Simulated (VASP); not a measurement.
# CoSi3 (Fm-3m) in VASP: notebook

Runs on CoSi3. Level: PBE. Tasks: single point.

All numbers are computed with VASP 6.6.1; they aren't measurements. Logs are shortened: lines on timing, memory, paths and dates and some standing lists are left out, and cuts for length are marked.

### 1 The cell of the first run

The structure is cubic, space group Fm-3m (No. 225). Conventional cell: a = 5.474 Å, b = 5.474 Å, c = 5.474 Å, α = 90.00°, β = 90.00°, γ = 90.00°. Si (site symmetry -43m) has 10 Si at 2.37 to 2.74 Å and 4 Co at 2.37 Å within 3.1 Å. Si (site symmetry m-3m) has 8 Si at 2.37 Å and 6 Co at 2.74 Å within 3.1 Å. Co (site symmetry m-3m) has 14 Si at 2.37 to 2.74 Å within 3.1 Å.

### 2 Single point, PBE, collinear spin, ferromagnetic start

Contents of INCAR:

```
  PREC = Accurate
  ENCUT = 520
  EDIFF = 1E-6
  ISMEAR = 0
  SIGMA = 0.1
  LREAL = False
  LASPH = True
  NELM = 150
  ALGO = Normal
  ISIF = 2
  LWAVE = False
  LCHARG = False
  ISPIN = 2
  MAGMOM = 0 0 0 2
  LORBIT = 11
  LMAXMIX = 4
  GGA = PE
  NBANDS = 22
```

Contents of KPOINTS:

```
regular mesh
0
Gamma
  12 12 12
```

Contents of POSCAR:

```
CoSi3
1.0
    0.0000000000      2.7369936387      2.7369936387
    2.7369936387      0.0000000000      2.7369936387
    2.7369936387      2.7369936387      0.0000000000
Si Co
3 1
Direct
    0.2500000000      0.2500000000      0.2500000000
    0.7500000000      0.7500000000      0.7500000000
    0.5000000000      0.5000000000      0.5000000000
    0.0000000000      0.0000000000      0.0000000000
```

Potentials or basis: VASP PAW PBE potentials, release 64 (Si, Co).

Run with:

```bash
cat potpaw_PBE.64/Si/POTCAR potpaw_PBE.64/Co/POTCAR > POTCAR
mpirun -np 1 vasp_std > vasp.out
```

OUTCAR:

```text
PREC = Accurate
   ENCUT = 520
   EDIFF = 1E-6
   ISMEAR = 0
   LREAL = False
   LASPH = True
   NELM = 150
   ISIF = 2
   ISPIN = 2
   LORBIT = 11
   GGA = PE

 ion  position               nearest neighbor table
   1  0.250  0.250  0.250-   3 2.37   4 2.37   4 2.37   4 2.37   4 2.37   3 2.37   3 2.37   3 2.37
                             2 2.74   2 2.74   2 2.74   2 2.74   2 2.74   2 2.74
   2  0.750  0.750  0.750-   3 2.37   4 2.37   3 2.37   3 2.37   3 2.37   4 2.37   4 2.37   4 2.37
                             1 2.74   1 2.74   1 2.74   1 2.74   1 2.74   1 2.74
   3  0.500  0.500  0.500-   1 2.37   2 2.37   1 2.37   1 2.37   1 2.37   2 2.37   2 2.37   2 2.37
                             4 2.74   4 2.74   4 2.74   4 2.74   4 2.74   4 2.74
   4  0.000  0.000  0.000-   1 2.37   2 2.37   2 2.37   2 2.37   2 2.37   1 2.37   1 2.37   1 2.37
                             3 2.74   3 2.74   3 2.74   3 2.74   3 2.74   3 2.74

  LATTYP: Found a face centered cubic cell.
 ALAT       =     5.4739872774

  Lattice vectors:

 A1 = (   0.0000000000,   2.7369936387,   2.7369936387)
 A2 = (   2.7369936387,   0.0000000000,   2.7369936387)
 A3 = (   2.7369936387,   2.7369936387,   0.0000000000)

Analysis of symmetry for initial positions (statically):
=====================================================================
 Subroutine PRICEL returns:
 Original cell was already a primitive cell.

 Routine SETGRP: Setting up the symmetry group for a
 face centered cubic supercell.

 Subroutine GETGRP returns: Found 48 space group operations
 (whereof 48 operations were pure point group operations)
 out of a pool of 48 trial point group operations.

The static configuration has the point symmetry O_h .

Analysis of symmetry for dynamics (positions and initial velocities):
=====================================================================
 Subroutine PRICEL returns:
 Original cell was already a primitive cell.

 Routine SETGRP: Setting up the symmetry group for a
 face centered cubic supercell.

 Subroutine GETGRP returns: Found 48 space group operations
 (whereof 48 operations were pure point group operations)
 out of a pool of 48 trial point group operations.

The dynamic configuration has the point symmetry O_h .

Analysis of structural, dynamic, and magnetic symmetry:
=====================================================================
 Subroutine PRICEL returns:
 Original cell was already a primitive cell.

 Routine SETGRP: Setting up the symmetry group for a
 face centered cubic supercell.

 Subroutine GETGRP returns: Found 48 space group operations
[... 135 lines left out ...]
   IVDW    =     0    specifies the selected vdW correction
   LEPSILON=     F    determine dielectric tensor
   LRPA    =     F    only Hartree local field effects (RPA)
 spin polarized calculation
 Gauss-broadening in eV      SIGMA  =   0.10
  energy-cutoff  :      520.00
  volume of cell :       41.01
 maximum number of plane-waves:      1125
 NGX is ok and might be reduce to    30
   NGX = 15   NGY = 15   NGZ = 15

 number of electron      20.9999996 magnetization       0.3705901

 Free energy of the ion-electron system (eV)
  ---------------------------------------------------
  ext. energy  EPLUGINS =         0.00000000
  ---------------------------------------------------
  free energy    TOTEN  =       -20.93029146 eV

  energy without entropy =      -20.91736029  energy(sigma->0) =      -20.92382588

 E-fermi :  14.6502     XC(G=0): -12.9209

 val. band max:       14.6423373977   @ k =   0.4167   0.3333   0.0833
 cond. band min:      14.6531325888   @ k =  -0.0833   0.0833   0.0000
 fundamental gap:      0.0107951910
 Fermi energy:        14.6501537327

 spin component 1

 k-point     1 :       0.0000    0.0000    0.0000
  band No.  band energies     occupation
      1      -2.0576      1.00000
      2       8.7920      1.00000
      3       8.7920      1.00000
      4       8.7920      1.00000
      5      11.2150      1.00000
      6      11.2150      1.00000
[... 589 lines left out ...]
     21      27.9452      0.00000
     22      28.2720      0.00000

 [... further k-points ...]

 spin component 2

 k-point     1 :       0.0000    0.0000    0.0000
  band No.  band energies     occupation
      1      -2.0319      1.00000
      2       8.9010      1.00000
      3       8.9010      1.00000
      4       8.9010      1.00000
      5      11.4278      1.00000
      6      11.4278      1.00000
[... 589 lines left out ...]
     21      27.9846      0.00000
     22      28.2887      0.00000

 [... further k-points ...]

------------------------ aborting loop because EDIFF is reached ----------------------------------------

  FORCE on cell =-STRESS in cart. coord.  units (eV):
  Direction    XX          YY          ZZ          XY          YZ          ZX
  --------------------------------------------------------------------------------------
  -------------------------------------------------------------------------------------
  Total       12.5645893     12.5645893     12.5645893      0.0000000      0.0000000      0.0000000
  in kB      490.9163759    490.9163759    490.9163759      0.0000000      0.0000000      0.0000000
  external PRESSURE =     490.9163759 kB  Pullay stress =       0.0000000 kB

 VOLUME and BASIS-vectors are now :
 -----------------------------------------------------------------------------
  energy-cutoff  :      520.00
  volume of cell :       41.01
      direct lattice vectors                 reciprocal lattice vectors
     0.000000000  2.736993639  2.736993639    -0.182682193  0.182682193  0.182682193
     2.736993639  0.000000000  2.736993639     0.182682193 -0.182682193  0.182682193
     2.736993639  2.736993639  0.000000000     0.182682193  0.182682193 -0.182682193

 POSITION                                       TOTAL-FORCE (eV/Angst)
 -----------------------------------------------------------------------------------
      1.36850      1.36850      1.36850        -0.000000     -0.000000     -0.000000
      4.10549      4.10549      4.10549         0.000000      0.000000      0.000000
      2.73699      2.73699      2.73699        -0.000000     -0.000000      0.000000
      0.00000      0.00000      0.00000        -0.000000     -0.000000      0.000000
 -----------------------------------------------------------------------------------
    total drift:                                0.000000     -0.000000     -0.000000

  FREE ENERGIE OF THE ION-ELECTRON SYSTEM (eV)
  ---------------------------------------------------
  free  energy   TOTEN  =       -20.9302914617 eV

  energy  without entropy=      -20.9173602949  energy(sigma->0) =      -20.92382588

 total charge

# of ion       s       p       d       tot
------------------------------------------
    1        0.801   0.887   0.000   1.687
    2        0.801   0.887   0.000   1.687
    3        0.840   0.884   0.000   1.723
    4        0.494   0.675   7.609   8.778
--------------------------------------------------
tot          2.935   3.332   7.609  13.876

 magnetization (x)

# of ion       s       p       d       tot
------------------------------------------
    1        0.010   0.003   0.000   0.013
    2        0.010   0.003   0.000   0.013
    3       -0.002   0.018   0.000   0.017
    4       -0.001  -0.004   0.312   0.307
--------------------------------------------------
tot          0.018   0.020   0.312   0.350
```

stdout:

```text
POSCAR found type information on POSCAR SiCo
 POSCAR found :  2 types and       4 ions
 scaLAPACK will be used
 LDA part: xc-table for (Slater+PW92), standard interpolation
 POSCAR, INCAR and KPOINTS ok, starting setup
 FFT: planning ... GRIDC
 FFT: planning ... GRID_SOFT
 FFT: planning ... GRID
 WAVECAR not read
 entering main loop
```

It took 3.3 min on 1 thread of Intel Xeon 8259CL, shared host; peak memory 0.25 GiB.

What came out:

```
Free energy                                           : -20.9303 eV
Pressure                                              : 49.1 GPa
Net moment                                            : 0.37 μB per cell
Site moments                                          : Si +0.01, +0.02 (each value once); Co +0.31 μB
Valence electrons inside the program's atomic spheres : Si 1.69, 1.72 (each value once); Co 8.78
```

Caveat: the cell stands under pressure.

### 3 Single point, PBE, collinear spin, ferromagnetic start

This run uses another cell than the first one, of 11.02 Å³/atom.

Contents of INCAR:

```
  PREC = Accurate
  ENCUT = 520
  EDIFF = 1E-7
  ISMEAR = 0
  SIGMA = 0.1
  LREAL = F
  LASPH = T
  NELM = 150
  ALGO = Normal
  ISIF = 2
  LWAVE = F
  LCHARG = F
  ISPIN = 2
  MAGMOM = 0 0 0 2
  LORBIT = 11
  LMAXMIX = 4
  GGA = PE
  NBANDS = 22
```

Contents of KPOINTS:

```
Automatic mesh
0
Gamma
  12 12 12
```

Contents of POSCAR:

```
CoSi3
1.0
    0.0000000000      2.8037757560      2.8037757560
    2.8037757560      0.0000000000      2.8037757560
    2.8037757560      2.8037757560      0.0000000000
Si Co
3 1
Direct
    0.2500000000      0.2500000000      0.2500000000
    0.7500000000      0.7500000000      0.7500000000
    0.5000000000      0.5000000000      0.5000000000
    0.0000000000      0.0000000000      0.0000000000
```

Potentials or basis: VASP PAW PBE potentials, release 64 (Si, Co).

Run with:

```bash
cat potpaw_PBE.64/Si/POTCAR potpaw_PBE.64/Co/POTCAR > POTCAR
mpirun -np 1 vasp_std > vasp.out
```

OUTCAR:

```text
PREC = Accurate
   ENCUT = 520
   EDIFF = 1E-7
   ISMEAR = 0
   LREAL = F
   LASPH = T
   NELM = 150
   ISIF = 2
   ISPIN = 2
   LORBIT = 11
   GGA = PE

 ion  position               nearest neighbor table
   1  0.250  0.250  0.250-   4 2.43   4 2.43   4 2.43   3 2.43   3 2.43   3 2.43   4 2.43   3 2.43
                             2 2.80   2 2.80   2 2.80   2 2.80   2 2.80   2 2.80
   2  0.750  0.750  0.750-   3 2.43   3 2.43   3 2.43   4 2.43   4 2.43   4 2.43   4 2.43   3 2.43
                             1 2.80   1 2.80   1 2.80   1 2.80   1 2.80   1 2.80
   3  0.500  0.500  0.500-   1 2.43   1 2.43   1 2.43   2 2.43   2 2.43   2 2.43   2 2.43   1 2.43
                             4 2.80   4 2.80   4 2.80   4 2.80   4 2.80   4 2.80
   4  0.000  0.000  0.000-   2 2.43   2 2.43   2 2.43   1 2.43   1 2.43   1 2.43   2 2.43   1 2.43
                             3 2.80   3 2.80   3 2.80   3 2.80   3 2.80   3 2.80

  LATTYP: Found a face centered cubic cell.
 ALAT       =     5.6075515120

  Lattice vectors:

 A1 = (   0.0000000000,   2.8037757560,   2.8037757560)
 A2 = (   2.8037757560,   0.0000000000,   2.8037757560)
[... 1413 lines left out ...]
  Direction    XX          YY          ZZ          XY          YZ          ZX
  --------------------------------------------------------------------------------------
  -------------------------------------------------------------------------------------
  Total        7.7287961      7.7287961      7.7287961     -0.0000000     -0.0000000      0.0000000
  in kB      280.9070307    280.9070307    280.9070307     -0.0000000     -0.0000000      0.0000000
  external PRESSURE =     280.9070307 kB  Pullay stress =       0.0000000 kB

 VOLUME and BASIS-vectors are now :
 -----------------------------------------------------------------------------
  energy-cutoff  :      520.00
  volume of cell :       44.08
      direct lattice vectors                 reciprocal lattice vectors
     0.000000000  2.803775756  2.803775756    -0.178330952  0.178330952  0.178330952
     2.803775756  0.000000000  2.803775756     0.178330952 -0.178330952  0.178330952
     2.803775756  2.803775756  0.000000000     0.178330952  0.178330952 -0.178330952

 POSITION                                       TOTAL-FORCE (eV/Angst)
 -----------------------------------------------------------------------------------
      1.40189      1.40189      1.40189         0.000000      0.000000      0.000000
      4.20566      4.20566      4.20566        -0.000000     -0.000000     -0.000000
      2.80378      2.80378      2.80378         0.000000      0.000000      0.000000
      0.00000      0.00000      0.00000         0.000000      0.000000      0.000000
 -----------------------------------------------------------------------------------
    total drift:                                0.000000     -0.000000     -0.000000

  FREE ENERGIE OF THE ION-ELECTRON SYSTEM (eV)
  ---------------------------------------------------
  free  energy   TOTEN  =       -21.6583610108 eV

  energy  without entropy=      -21.6448911574  energy(sigma->0) =      -21.65162608

 total charge

# of ion       s       p       d       tot
------------------------------------------
    1        0.804   0.835   0.000   1.640
    2        0.804   0.835   0.000   1.640
    3        0.838   0.828   0.000   1.666
    4        0.462   0.592   7.541   8.595
--------------------------------------------------
tot          2.908   3.091   7.541  13.540

 magnetization (x)

# of ion       s       p       d       tot
------------------------------------------
    1        0.009   0.001   0.000   0.010
    2        0.009   0.001   0.000   0.010
    3       -0.002   0.015   0.000   0.013
    4       -0.001  -0.004   0.295   0.290
--------------------------------------------------
tot          0.016   0.012   0.295   0.322
```

Run time: 4 min. Hardware: 1 thread of Intel Xeon 8259CL, shared host; peak memory 0.26 GiB.

What came out:

```yaml
Free_energy: -21.6584 eV
Pressure: 28.1 GPa
Net_moment: 0.33 μB per cell
Site_moments: Si +0.01; Co +0.29 μB
Valence_electrons_inside_the_program's_atomic_spheres: Si 1.64, 1.67 (each value once); Co 8.60
```

Caveat: the cell stands under pressure.
